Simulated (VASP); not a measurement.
# Os (P6_3/mmc) in VASP: settings compared

The runs below take Os through single point, with PBEsol, RPBE+D4.

Everything below comes from runs of VASP 6.6.1. Logs are shortened: lines on timing, memory, paths and dates and some standing lists are left out, and cuts for length are marked.

## 1. The cell of the first run

It takes space group P6_3/mmc (No. 194, hexagonal). The conventional cell has a = 2.752 Å, b = 2.752 Å, c = 4.348 Å, α = 90.00°, β = 90.00°, γ = 120.00°. Os (site symmetry -6m2) has 12 Os at 2.69 to 2.75 Å within 3.6 Å.

## 2. Single point, PBEsol

File INCAR:

```
SYSTEM = Os
PREC = Accurate ; ENCUT = 520
EDIFF = 1E-6 ; ISMEAR = -1
SIGMA = 0.05 ; LREAL = .False.
LASPH = .True. ; NELM = 100
ALGO = Normal ; ISIF = 2
LWAVE = .False. ; LCHARG = .False.
GGA = PS ; NBANDS = 15
```

File KPOINTS:

```
Automatic mesh
0
Gamma
  11 11 6
  0 0 0
```

File POSCAR:

```
Os
1.0
    2.7522071502      0.0000000000      0.0000000000
   -1.3761035751      2.3834813086      0.0000000000
    0.0000000000      0.0000000000      4.3483081185
Os
2
Direct
    0.6666666667      0.3333333333      0.7500000000
    0.3333333333      0.6666666667      0.2500000000
```

Potentials or basis: VASP PAW PBE potentials, release 64 (Os).

Run with:

```
$ cat potpaw_PBE.64/Os/POTCAR > POTCAR
$ mpirun -np 1 vasp_std > vasp.out
```

OUTCAR:

```text
SYSTEM = Os
   PREC = Accurate
   ENCUT = 520
   EDIFF = 1E-6
   ISMEAR = -1
   LREAL = .False.
   LASPH = .True.
   NELM = 100
   ISIF = 2
   GGA = PS

 ion  position               nearest neighbor table
   1  0.667  0.333  0.750-   2 2.69   2 2.69   2 2.69   2 2.69   2 2.69   2 2.69
   2  0.333  0.667  0.250-   1 2.69   1 2.69   1 2.69   1 2.69   1 2.69   1 2.69

  LATTYP: Found a hexagonal cell.
 ALAT       =     2.7522071502
 C/A-ratio  =     1.5799348963

  Lattice vectors:

 A1 = (   2.7522071502,   0.0000000000,   0.0000000000)
 A2 = (  -1.3761035751,   2.3834813086,   0.0000000000)
 A3 = (   0.0000000000,   0.0000000000,   4.3483081185)

Analysis of symmetry for initial positions (statically):
=====================================================================
 Subroutine PRICEL returns:
 Original cell was already a primitive cell.

 Routine SETGRP: Setting up the symmetry group for a
 hexagonal supercell.

 Subroutine GETGRP returns: Found 24 space group operations
 (whereof 12 operations were pure point group operations)
 out of a pool of 24 trial point group operations.

The static configuration has the point symmetry D_3d.
 The point group associated with its full space group is D_6h.

Analysis of symmetry for dynamics (positions and initial velocities):
=====================================================================
 Subroutine PRICEL returns:
 Original cell was already a primitive cell.

 Routine SETGRP: Setting up the symmetry group for a
 hexagonal supercell.

 Subroutine GETGRP returns: Found 24 space group operations
 (whereof 12 operations were pure point group operations)
 out of a pool of 24 trial point group operations.

The dynamic configuration has the point symmetry D_3d.
 The point group associated with its full space group is D_6h.

 Subroutine INISYM returns: Found 24 space group operations
 (whereof 12 operations are pure point group operations),
 and found     1 'primitive' translations

----------------------------------------------------------------------------------------

                                     Primitive cell

  volume of cell :      28.5242

  direct lattice vectors                    reciprocal lattice vectors
     2.752207150  0.000000000  0.000000000     0.363344743  0.209777185  0.000000000
    -1.376103575  2.383481309  0.000000000     0.000000000  0.419554370  0.000000000
     0.000000000  0.000000000  4.348308119     0.000000000  0.000000000  0.229974503

  length of vectors
     2.752207150  2.752207150  4.348308119     0.419554370  0.419554370  0.229974503

  position of ions in fractional coordinates (direct lattice)
     0.666666667  0.333333333  0.750000000
     0.333333333  0.666666667  0.250000000

  ion indices of the primitive-cell ions
   primitive index   ion index
                 1           1
                 2           2

----------------------------------------------------------------------------------------

 KPOINTS: Automatic mesh

Automatic generation of k-mesh.
 Grid dimensions read from file:
 generate k-points for:   11   11    6

 Generating k-lattice:

  Cartesian coordinates                     Fractional coordinates (reciprocal lattice)
     0.033031340  0.019070653  0.000000000     0.090909091  0.000000000  0.000000000
     0.000000000  0.038141306  0.000000000     0.000000000  0.090909091  0.000000000
     0.000000000  0.000000000  0.038329084     0.000000000  0.000000000  0.166666667

  Length of vectors
     0.038141306  0.038141306  0.038329084

  Shift w.r.t. Gamma in fractional coordinates (k-lattice)
     0.000000000  0.000000000  0.000000000

 Subroutine IBZKPT returns following result:
 ===========================================

 Found     64 irreducible k-points:

 Following reciprocal coordinates:
            Coordinates               Weight
  0.000000  0.000000  0.000000      1.000000
  0.090909 -0.000000  0.000000      6.000000
  0.181818 -0.000000  0.000000      6.000000
  0.272727  0.000000  0.000000      6.000000
  0.363636 -0.000000  0.000000      6.000000
  0.454545 -0.000000  0.000000      6.000000
[... 16 lines left out ...]
  0.090909  0.090909  0.166667     12.000000
  0.181818  0.090909  0.166667     24.000000
 [... further k-points ...]
   k-points           NKPTS =     64   k-points in BZ     NKDIM =     64   number of bands    NBANDS=     15
   number of dos      NEDOS =    301   number of ions     NIONS =      2
   total plane-waves  NPLWV =  12800
   dimension x,y,z NGX =    20 NGY =   20 NGZ =   32
   dimension x,y,z NGXF=    40 NGYF=   40 NGZF=   64
   ions per type =               2
   NGX,Y,Z   is equivalent  to a cutoff of  12.08, 12.08, 12.23 a.u.
   NGXF,Y,Z  is equivalent  to a cutoff of  24.16, 24.16, 24.47 a.u.
 SYSTEM =  Os
   PREC   = accura    normal or accurate (medium, high low for compatibility)
   ISTART =      0    job   : 0-new  1-cont  2-samecut
   ICHARG =      2    charge: 1-file 2-atom 10-const
   ISPIN  =      1    spin polarized calculation?
   LNONCOLLINEAR =      F non collinear calculations
   LSORBIT =      F    spin-orbit coupling
   LASPH  =      T    aspherical Exc in radial PAW
   ENCUT  =  520.0 eV  38.22 Ry    6.18 a.u.   5.12  5.12  8.08*2*pi/ulx,y,z
   NELM   =    100;   NELMIN=  2; NELMDL= -5     # of ELM steps
   EDIFF  = 0.1E-05   stopping-criterion for ELM
   LREAL  =      F    real-space projection
   EDIFFG = 0.1E-04   stopping-criterion for IOM
   NSW    =      0    number of steps for IOM
   IBRION =     -1    ionic relax: 0-MD 1-quasi-New 2-CG
   NFREE  =      0    steps in history (QN), initial steepest desc. (CG)
   ISIF   =      2    stress and relaxation
   ISYM   =      2    0-nonsym 1-usesym 2-fastsym
   POTIM  = 0.5000    time-step for ionic-motion
   TEBEG  =    0.0;   TEEND  =   0.0 temperature during run
   PSTRESS=    0.0 pullay stress
   NELECT =      16.0000    total number of electrons
   NUPDOWN=      -1.0000    fix difference up-down
   EMIN   =  10.00;   EMAX   =-10.00  energy-range for DOS
   EFERMI =   0.00;   METHOD = LEGACY
   ISMEAR =    -1;   SIGMA  =   0.05  broadening in eV -4-tet -1-fermi 0-gaus
   EFERMI_NEDOS =   21; number of points for ismear=-14 and -15
   IALGO  =     38    algorithm
   IMIX   =      4    mixing-type and parameters
     AMIX     =   0.40;   BMIX     =  1.00
     AMIX_MAG =   1.60;   BMIX_MAG =  1.00
  volume/ion in A,a.u.               =      14.26        96.25
  Fermi-wavevector in a.u.,A,eV,Ry     =   1.350135  2.551385 24.801566  1.822864
  Thomas-Fermi vector in A             =   2.477664
   LORBIT       =      0    0 simple, 1 ext, 2 COOP (PROOUT), +10 PAW based schemes
   GGA     = PS    functional components
   LHFCALC =     F    Hartree Fock is set to
   AEXX    =    0.0000 exact exchange contribution
   IVDW    =     0    specifies the selected vdW correction
   LEPSILON=     F    determine dielectric tensor
   LRPA    =     F    only Hartree local field effects (RPA)
 non-spin polarized calculation
  energy-cutoff  :      520.00
  volume of cell :       28.52
 maximum number of plane-waves:       780
   NGX = 11   NGY = 11   NGZ = 17

 number of electron      15.9999999 magnetization

 Free energy of the ion-electron system (eV)
  ---------------------------------------------------
  ext. energy  EPLUGINS =         0.00000000
  ---------------------------------------------------
  free energy    TOTEN  =       -24.45295759 eV

  energy without entropy =      -24.43936374  energy(sigma->0) =      -24.44616067

 E-fermi :   8.9675     XC(G=0): -14.0429

 val. band max:        8.9450723351   @ k =   0.3636  -0.0000   0.3333
 cond. band min:       9.0071309013   @ k =   0.0000   0.0000   0.0000
 fundamental gap:      0.0620585662
 Fermi energy:         8.9675272773

 k-point     1 :       0.0000    0.0000    0.0000
  band No.  band energies     occupation
      1      -1.8039      2.00000
      2       1.3753      2.00000
      3       6.0390      2.00000
      4       6.0390      2.00000
      5       6.2792      2.00000
      6       6.8580      2.00000
      7       6.8580      2.00000
      8       7.4911      2.00000
      9       7.4911      2.00000
     10       9.0071      0.62345
     11      10.6577      0.00000
     12      10.6577      0.00000
     13      17.8235      0.00000
     14      23.0570      0.00000
     15      25.7588      0.00000

 k-point     2 :       0.0909   -0.0000    0.0000
  band No.  band energies     occupation
      1      -1.4786      2.00000
      2       1.6616      2.00000
      3       5.4998      2.00000
      4       6.3259      2.00000
      5       6.6309      2.00000
      6       6.7831      2.00000
      7       7.0250      2.00000
      8       7.1253      2.00000
      9       7.2678      2.00000
     10       7.9807      2.00000
     11      10.8097      0.00000
     12      12.2428      0.00000
     13      17.7893      0.00000
     14      23.7082      0.00000
     15      26.1698      0.00000

 k-point     3 :       0.1818   -0.0000    0.0000
  band No.  band energies     occupation
      1      -0.5772      2.00000
      2       2.3353      2.00000
      3       4.8688      2.00000
      4       5.5839      2.00000
      5       6.2228      2.00000
      6       6.7637      2.00000
      7       7.1558      2.00000
      8       7.4068      2.00000
      9       7.5022      2.00000
     10       7.8915      2.00000
     11      11.1186      0.00000
     12      14.5789      0.00000
     13      17.6106      0.00000
     14      24.6198      0.00000
     15      26.3556      0.00000
[... 343 lines left out ...]
 k-point    23 :       0.0909    0.0909    0.1667
  band No.  band energies     occupation
      1      -0.5581      2.00000
      2       2.2414      2.00000
      3       5.0112      2.00000
      4       5.3666      2.00000
      5       6.1418      2.00000
      6       6.4868      2.00000
      7       6.9323      2.00000
      8       7.2834      2.00000
      9       7.9692      2.00000
     10       8.0402      2.00000
     11      10.9241      0.00000
     12      12.9124      0.00000
     13      19.3072      0.00000
     14      24.2427      0.00000
     15      26.3029      0.00000

 k-point    24 :       0.1818    0.0909    0.1667
  band No.  band energies     occupation
      1       0.4647      2.00000
      2       2.9557      2.00000
      3       4.3417      2.00000
      4       4.5670      2.00000
      5       5.7968      2.00000
      6       6.3967      2.00000
      7       6.9512      2.00000
      8       7.8862      2.00000
      9       8.4808      1.99988
     10       8.8481      1.83188
     11      11.0783      0.00000
     12      14.3994      0.00000
     13      19.3192      0.00000
     14      23.8860      0.00000
     15      25.0053      0.00000

 [... further k-points ...]

------------------------ aborting loop because EDIFF is reached ----------------------------------------

  FORCE on cell =-STRESS in cart. coord.  units (eV):
  Direction    XX          YY          ZZ          XY          YZ          ZX
  --------------------------------------------------------------------------------------
  -------------------------------------------------------------------------------------
  Total       -1.8102027     -1.8102027     -1.9250009     -0.0000000      0.0000000      0.0000000
  in kB     -101.6774438   -101.6774438   -108.1255508     -0.0000000      0.0000000      0.0000000
  external PRESSURE =    -103.8268128 kB  Pullay stress =       0.0000000 kB

 VOLUME and BASIS-vectors are now :
 -----------------------------------------------------------------------------
  energy-cutoff  :      520.00
  volume of cell :       28.52
      direct lattice vectors                 reciprocal lattice vectors
     2.752207150  0.000000000  0.000000000     0.363344743  0.209777185  0.000000000
    -1.376103575  2.383481309  0.000000000     0.000000000  0.419554370  0.000000000
     0.000000000  0.000000000  4.348308119     0.000000000  0.000000000  0.229974503

 POSITION                                       TOTAL-FORCE (eV/Angst)
 -----------------------------------------------------------------------------------
      1.37610      0.79449      3.26123         0.000000      0.000000      0.000000
     -0.00000      1.58899      1.08708        -0.000000     -0.000000      0.000000
 -----------------------------------------------------------------------------------
    total drift:                                0.000000     -0.000000     -0.000000

  FREE ENERGIE OF THE ION-ELECTRON SYSTEM (eV)
  ---------------------------------------------------
  free  energy   TOTEN  =       -24.4529575941 eV

  energy  without entropy=      -24.4393637445  energy(sigma->0) =      -24.44616067
```

Run time: 28 s. Hardware: 1 thread of Intel Xeon 8259CL, shared host; peak memory 0.15 GiB.

What came out:

| Quantity | Value |
| --- | --- |
| Free energy | -24.4530 eV |
| Pressure | -10.4 GPa |
| Band gap on the k mesh | zero (bands 8 and 9 overlap by 3.78 eV) |

Stress tensor (GPa, compression positive):
```
-10.17   0.00   0.00
  0.00 -10.17   0.00
  0.00   0.00 -10.81
```

Caveat: the cell stands under tension; the PAW data sets were made with another functional, which shifts forces and pressure a little; spin-orbit coupling is left out, which moves the levels of the heavy elements.

(Continued in part 2 of 2.)

The gap in the log of VASP goes by the Fermi energy; the results here count the filled bands.